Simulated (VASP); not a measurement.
# HfPb2 (I4/mmm) in VASP: further runs

The runs below take HfPb2 through single point, with PBE.

Everything below comes from runs of VASP 6.6.1. Logs are shortened: lines on timing, memory, paths and dates and some standing lists are left out, and cuts for length are marked.

## Step 1: The cell of the first run

It takes space group I4/mmm (No. 139, tetragonal). The conventional cell has a = 3.804 Å, b = 3.804 Å, c = 10.681 Å, α = 90.00°, β = 90.00°, γ = 90.00°. Hf (site symmetry 4/mmm) has 10 Pb at 3.16 to 3.68 Å and 4 Hf at 3.80 Å within 4.2 Å. Within 4.2 Å of Pb (site symmetry 4mm) lie 5 Hf at 3.16 to 3.68 Å and 9 Pb at 3.33 to 3.80 Å.

## Step 2: Single point, PBE

Contents of INCAR:

```
PREC = Accurate
ENCUT = 520
EDIFF = 1E-6
ISMEAR = 0
SIGMA = 0.1
LREAL = F
LASPH = T
NELM = 100
ALGO = Fast
ISIF = 2
LWAVE = F
LCHARG = F
GGA = PE
NBANDS = 26
```

Contents of KPOINTS:

```
regular mesh
0
Gamma
  6 6 6
```

Contents of POSCAR:

```
HfPb2
1.0
   -1.9017689209      1.9017689209      5.3406445392
    1.9017689209     -1.9017689209      5.3406445392
    1.9017689209      1.9017689209     -5.3406445392
Hf Pb
1 2
Direct
    0.0000000000      0.0000000000      0.0000000000
    0.6559276784      0.6559276784      0.0000000000
    0.3440723216      0.3440723216      0.0000000000
```

Potentials or basis: VASP PAW PBE potentials, release 64 (Hf_pv, Pb_d).

Launch:

```console
cat potpaw_PBE.64/Hf_pv/POTCAR potpaw_PBE.64/Pb_d/POTCAR > POTCAR
mpirun -np 1 vasp_std > vasp.out
```

OUTCAR:

```text
PREC = Accurate
   ENCUT = 520
   EDIFF = 1E-6
   ISMEAR = 0
   LREAL = F
   LASPH = T
   NELM = 100
   ISIF = 2
   GGA = PE

 ion  position               nearest neighbor table
   1  0.000  0.000  0.000-   2 3.16   2 3.16   2 3.16   3 3.16   2 3.16   3 3.16   3 3.16   3 3.16
                             2 3.68   3 3.68
   2  0.656  0.656  0.000-   1 3.16   1 3.16   1 3.16   1 3.16   3 3.33   3 3.36   3 3.36   3 3.36
                             3 3.36   1 3.68
   3  0.344  0.344  0.000-   1 3.16   1 3.16   1 3.16   1 3.16   2 3.33   2 3.36   2 3.36   2 3.36
                             2 3.36   1 3.68

  LATTYP: Found a body centered tetragonal cell.
 ALAT       =     3.8035378418
 C/A-ratio  =     2.8082510343

  Lattice vectors:

 A1 = (  -1.9017689209,   1.9017689209,   5.3406445392)
 A2 = (   1.9017689209,  -1.9017689209,   5.3406445392)
 A3 = (   1.9017689209,   1.9017689209,  -5.3406445392)

Analysis of symmetry for initial positions (statically):
=====================================================================
 Subroutine PRICEL returns:
 Original cell was already a primitive cell.

 Routine SETGRP: Setting up the symmetry group for a
 body centered tetragonal supercell.

 Subroutine GETGRP returns: Found 16 space group operations
 (whereof 16 operations were pure point group operations)
 out of a pool of 16 trial point group operations.

The static configuration has the point symmetry D_4h.

Analysis of symmetry for dynamics (positions and initial velocities):
=====================================================================
 Subroutine PRICEL returns:
 Original cell was already a primitive cell.

 Routine SETGRP: Setting up the symmetry group for a
 body centered tetragonal supercell.

 Subroutine GETGRP returns: Found 16 space group operations
 (whereof 16 operations were pure point group operations)
 out of a pool of 16 trial point group operations.

The dynamic configuration has the point symmetry D_4h.

 Subroutine INISYM returns: Found 16 space group operations
 (whereof 16 operations are pure point group operations),
 and found     1 'primitive' translations

----------------------------------------------------------------------------------------

                                     Primitive cell

  volume of cell :      77.2626

  direct lattice vectors                    reciprocal lattice vectors
    -1.901768921  1.901768921  5.340644539     0.000000000  0.262913120  0.093621659
     1.901768921 -1.901768921  5.340644539     0.262913120  0.000000000  0.093621659
     1.901768921  1.901768921 -5.340644539     0.262913120  0.262913120  0.000000000

  length of vectors
     5.979626590  5.979626590  5.979626590     0.279084796  0.279084796  0.371815300

  position of ions in fractional coordinates (direct lattice)
     0.000000000  0.000000000  0.000000000
     0.655927678  0.655927678  0.000000000
     0.344072322  0.344072322  0.000000000

  ion indices of the primitive-cell ions
   primitive index   ion index
                 1           1
                 2           2
                 3           3

----------------------------------------------------------------------------------------

 KPOINTS: regular mesh

Automatic generation of k-mesh.
 Grid dimensions read from file:
 generate k-points for:    6    6    6

 Generating k-lattice:

  Cartesian coordinates                     Fractional coordinates (reciprocal lattice)
     0.000000000  0.043818853  0.015603610     0.166666667  0.000000000  0.000000000
     0.043818853  0.000000000  0.015603610     0.000000000  0.166666667  0.000000000
     0.043818853  0.043818853  0.000000000     0.000000000  0.000000000  0.166666667

  Length of vectors
     0.046514133  0.046514133  0.061969217

  Shift w.r.t. Gamma in fractional coordinates (k-lattice)
     0.000000000  0.000000000  0.000000000

 Subroutine IBZKPT returns following result:
 ===========================================

 Found     30 irreducible k-points:

 Following reciprocal coordinates:
            Coordinates               Weight
  0.000000  0.000000  0.000000      1.000000
  0.166667  0.000000 -0.000000      8.000000
  0.333333  0.000000  0.000000      8.000000
  0.500000  0.000000  0.000000      4.000000
  0.166667  0.166667 -0.000000      8.000000
  0.333333  0.166667 -0.000000     16.000000
[... 16 lines left out ...]
 -0.333333 -0.333333  0.166667      8.000000
 -0.166667 -0.333333  0.166667      8.000000
 [... further k-points ...]
   k-points           NKPTS =     30   k-points in BZ     NKDIM =     30   number of bands    NBANDS=     26
   number of dos      NEDOS =    301   number of ions     NIONS =      3
   total plane-waves  NPLWV = 110592
   dimension x,y,z NGX =    48 NGY =   48 NGZ =   48
   dimension x,y,z NGXF=    96 NGYF=   96 NGZF=   96
   ions per type =               1   2
   NGX,Y,Z   is equivalent  to a cutoff of  13.34, 13.34, 13.34 a.u.
   NGXF,Y,Z  is equivalent  to a cutoff of  26.69, 26.69, 26.69 a.u.
 SYSTEM =  unknown system
   PREC   = accura    normal or accurate (medium, high low for compatibility)
   ISTART =      0    job   : 0-new  1-cont  2-samecut
   ICHARG =      2    charge: 1-file 2-atom 10-const
   ISPIN  =      1    spin polarized calculation?
   LNONCOLLINEAR =      F non collinear calculations
   LSORBIT =      F    spin-orbit coupling
   LASPH  =      T    aspherical Exc in radial PAW
   ENCUT  =  520.0 eV  38.22 Ry    6.18 a.u.  11.12 11.12 11.12*2*pi/ulx,y,z
   NELM   =    100;   NELMIN=  2; NELMDL= -5     # of ELM steps
   EDIFF  = 0.1E-05   stopping-criterion for ELM
   LREAL  =      F    real-space projection
   EDIFFG = 0.1E-04   stopping-criterion for IOM
   NSW    =      0    number of steps for IOM
   IBRION =     -1    ionic relax: 0-MD 1-quasi-New 2-CG
   NFREE  =      0    steps in history (QN), initial steepest desc. (CG)
   ISIF   =      2    stress and relaxation
   ISYM   =      2    0-nonsym 1-usesym 2-fastsym
   POTIM  = 0.5000    time-step for ionic-motion
   TEBEG  =    0.0;   TEEND  =   0.0 temperature during run
   PSTRESS=    0.0 pullay stress
   NELECT =      38.0000    total number of electrons
   NUPDOWN=      -1.0000    fix difference up-down
   EMIN   =  10.00;   EMAX   =-10.00  energy-range for DOS
   EFERMI =   0.00;   METHOD = LEGACY
   ISMEAR =     0;   SIGMA  =   0.10  broadening in eV -4-tet -1-fermi 0-gaus
   EFERMI_NEDOS =   21; number of points for ismear=-14 and -15
   IALGO  =     68    algorithm
   IMIX   =      4    mixing-type and parameters
     AMIX     =   0.40;   BMIX     =  1.00
     AMIX_MAG =   1.60;   BMIX_MAG =  1.00
  volume/ion in A,a.u.               =      25.75       173.80
  Fermi-wavevector in a.u.,A,eV,Ry     =   1.292249  2.441997 22.720482  1.669908
  Thomas-Fermi vector in A             =   2.423969
   LORBIT       =      0    0 simple, 1 ext, 2 COOP (PROOUT), +10 PAW based schemes
   GGA     = PE    functional components
   LHFCALC =     F    Hartree Fock is set to
   AEXX    =    0.0000 exact exchange contribution
   IVDW    =     0    specifies the selected vdW correction
   LEPSILON=     F    determine dielectric tensor
   LRPA    =     F    only Hartree local field effects (RPA)
 non-spin polarized calculation
 RMM-DIIS sequential band-by-band and
 Gauss-broadening in eV      SIGMA  =   0.10
  energy-cutoff  :      520.00
  volume of cell :       77.26
 maximum number of plane-waves:      2094
 NGX is ok and might be reduce to    48
   NGX = 23   NGY = 23   NGZ = 23

 number of electron      37.9999999 magnetization

 Free energy of the ion-electron system (eV)
  ---------------------------------------------------
  ext. energy  EPLUGINS =         0.00000000
  ---------------------------------------------------
  free energy    TOTEN  =       -16.45138670 eV

  energy without entropy =      -16.43846639  energy(sigma->0) =      -16.44492654

 E-fermi :   7.2442     XC(G=0): -10.8867

 val. band max:        7.2153130496   @ k =  -0.3333   0.3333   0.3333
 cond. band min:       7.2684458405   @ k =   0.1667   0.0000  -0.0000
 fundamental gap:      0.0531327908
 Fermi energy:         7.2441976337

 k-point     1 :       0.0000    0.0000    0.0000
  band No.  band energies     occupation
      1     -24.2228      2.00000
      2     -24.0044      2.00000
      3     -24.0044      2.00000
      4      -9.4983      2.00000
      5      -9.4300      2.00000
      6      -9.4178      2.00000
[... 18 lines left out ...]
     25      12.5401      0.00000
     26      13.1564      0.00000

 k-point     2 :       0.1667    0.0000   -0.0000
  band No.  band energies     occupation
      1     -24.2211      2.00000
      2     -24.0209      2.00000
      3     -24.0030      2.00000
      4      -9.4822      2.00000
      5      -9.4482      2.00000
      6      -9.4383      2.00000
[... 18 lines left out ...]
     25      12.5092      0.00000
     26      12.5659      0.00000

 k-point     3 :       0.3333    0.0000    0.0000
  band No.  band energies     occupation
      1     -24.2176      2.00000
      2     -24.0538      2.00000
      3     -24.0002      2.00000
      4      -9.4909      2.00000
      5      -9.4862      2.00000
      6      -9.4644      2.00000
[... 18 lines left out ...]
     25      13.3280      0.00000
     26      13.4141      0.00000

 k-point     4 :       0.5000    0.0000    0.0000
  band No.  band energies     occupation
      1     -24.2159      2.00000
      2     -24.0701      2.00000
      3     -23.9988      2.00000
      4      -9.5145      2.00000
      5      -9.4917      2.00000
      6      -9.4855      2.00000
[... 18 lines left out ...]
     25      12.0216      0.00000
     26      13.4287      0.00000

 k-point     5 :       0.1667    0.1667   -0.0000
  band No.  band energies     occupation
      1     -24.2195      2.00000
      2     -24.0198      2.00000
      3     -24.0189      2.00000
      4      -9.4847      2.00000
      5      -9.4801      2.00000
      6      -9.4629      2.00000
[... 18 lines left out ...]
     25      12.2738      0.00000
     26      13.6738      0.00000

 k-point     6 :       0.3333    0.1667   -0.0000
  band No.  band energies     occupation
      1     -24.2163      2.00000
      2     -24.0519      2.00000
      3     -24.0163      2.00000
      4      -9.5176      2.00000
      5      -9.5102      2.00000
      6      -9.4679      2.00000
[... 427 lines left out ...]
 k-point    21 :      -0.3333    0.5000    0.1667
  band No.  band energies     occupation
      1     -24.2164      2.00000
      2     -24.0519      2.00000
      3     -24.0163      2.00000
      4      -9.5394      2.00000
      5      -9.4994      2.00000
      6      -9.4899      2.00000
[... 18 lines left out ...]
     25      12.0748      0.00000
     26      13.6059      0.00000

 k-point    22 :      -0.1667    0.5000    0.1667
  band No.  band energies     occupation
      1     -24.2178      2.00000
      2     -24.0537      2.00000
      3     -24.0002      2.00000
      4      -9.5266      2.00000
      5      -9.5052      2.00000
      6      -9.4824      2.00000
[... 18 lines left out ...]
     25      12.2006      0.00000
     26      12.9632      0.00000

 k-point    23 :      -0.3333   -0.3333    0.1667
  band No.  band energies     occupation
      1     -24.2198      2.00000
      2     -24.0198      2.00000
      3     -24.0189      2.00000
      4      -9.5277      2.00000
      5      -9.5051      2.00000
      6      -9.4829      2.00000
[... 18 lines left out ...]
     25      12.7035      0.00000
     26      13.4261      0.00000

 k-point    24 :      -0.1667   -0.3333    0.1667
  band No.  band energies     occupation
      1     -24.2214      2.00000
      2     -24.0209      2.00000
      3     -24.0029      2.00000
      4      -9.5216      2.00000
      5      -9.4868      2.00000
      6      -9.4684      2.00000
[... 18 lines left out ...]
     25      12.2835      0.00000
     26      13.5443      0.00000

 [... further k-points ...]

------------------------ aborting loop because EDIFF is reached ----------------------------------------

  FORCE on cell =-STRESS in cart. coord.  units (eV):
  Direction    XX          YY          ZZ          XY          YZ          ZX
  --------------------------------------------------------------------------------------
  -------------------------------------------------------------------------------------
  Total       -0.0499694     -0.0499694     -0.0907182      0.0000000     -0.0000000     -0.0000000
  in kB       -1.0362040     -1.0362040     -1.8812032      0.0000000     -0.0000000     -0.0000000
  external PRESSURE =      -1.3178704 kB  Pullay stress =       0.0000000 kB

 VOLUME and BASIS-vectors are now :
 -----------------------------------------------------------------------------
  energy-cutoff  :      520.00
  volume of cell :       77.26
      direct lattice vectors                 reciprocal lattice vectors
    -1.901768921  1.901768921  5.340644539     0.000000000  0.262913120  0.093621659
     1.901768921 -1.901768921  5.340644539     0.262913120  0.000000000  0.093621659
     1.901768921  1.901768921 -5.340644539     0.262913120  0.262913120  0.000000000

 POSITION                                       TOTAL-FORCE (eV/Angst)
 -----------------------------------------------------------------------------------
      0.00000      0.00000      0.00000         0.000000      0.000000      0.000000
      0.00000      0.00000      7.00615        -0.000000     -0.000000     -0.034685
      0.00000      0.00000      3.67514         0.000000      0.000000      0.034685
 -----------------------------------------------------------------------------------
    total drift:                               -0.000000      0.000000      0.000000

  FREE ENERGIE OF THE ION-ELECTRON SYSTEM (eV)
  ---------------------------------------------------
  free  energy   TOTEN  =       -16.4513867010 eV

  energy  without entropy=      -16.4384663861  energy(sigma->0) =      -16.44492654
```

It took 89 s on 1 thread of Intel Xeon 6975P-C (Granite Rapids), shared host; peak memory 0.33 GiB.

What came out:

```yaml
Free_energy: -16.4514 eV
Pressure: -0.1 GPa
Largest_force: 0.035 eV/Å
Band_gap_on_the_k_mesh: zero (band 19 reaches 7.96 eV, above the bottom of band 20 at 6.22 eV)
```

Forces on the atoms (eV/Å):
```
Hf   0.000  0.000  0.000
Pb   0.000  0.000 -0.035
Pb   0.000  0.000  0.035
```

Caveat: the k points lie up to 0.39 Å⁻¹ apart; spin-orbit coupling is left out, which moves the levels of the heavy elements.

[end of part 1 of 2]
